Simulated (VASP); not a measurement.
A run of VASP 6.6.1 is set up as follows.

INCAR

```
SYSTEM = K2S
PREC = Accurate
ENCUT = 500
EDIFF = 1E-6
ISMEAR = -1
SIGMA = 0.02
LREAL = .False.
LASPH = .True.
NELM = 120
ALGO = Normal
ISIF = 2
LWAVE = .False.
LCHARG = .False.
GGA = PE
NBANDS = 19
GGA_COMPAT = .False.
```

KPOINTS

```
Automatic mesh
0
Gamma
  6 6 6
  0 0 0
```

File POSCAR:

```
K2S
1.0
    0.0000000000      3.7027186909      3.7027186909
    3.7027186909      0.0000000000      3.7027186909
    3.7027186909      3.7027186909      0.0000000000
K S
2 1
Direct
    0.2500000000      0.2500000000      0.2500000000
    0.7500000000      0.7500000000      0.7500000000
    0.0000000000      0.0000000000      0.0000000000
```

Potentials or basis: VASP PAW PBE potentials, release 64 (K_sv, S).

Run with:

```console
$ cat potpaw_PBE.64/K_sv/POTCAR potpaw_PBE.64/S/POTCAR > POTCAR
$ mpirun -np 1 vasp_std > vasp.out
```

**Question.** What does it give for the pressure?

**Answer.** 0.5 GPa.

**Question.** Predict the band gap on the k mesh.

**Answer.** 2.38 eV (least direct gap 2.57 eV).

A k mesh can miss the band edges.
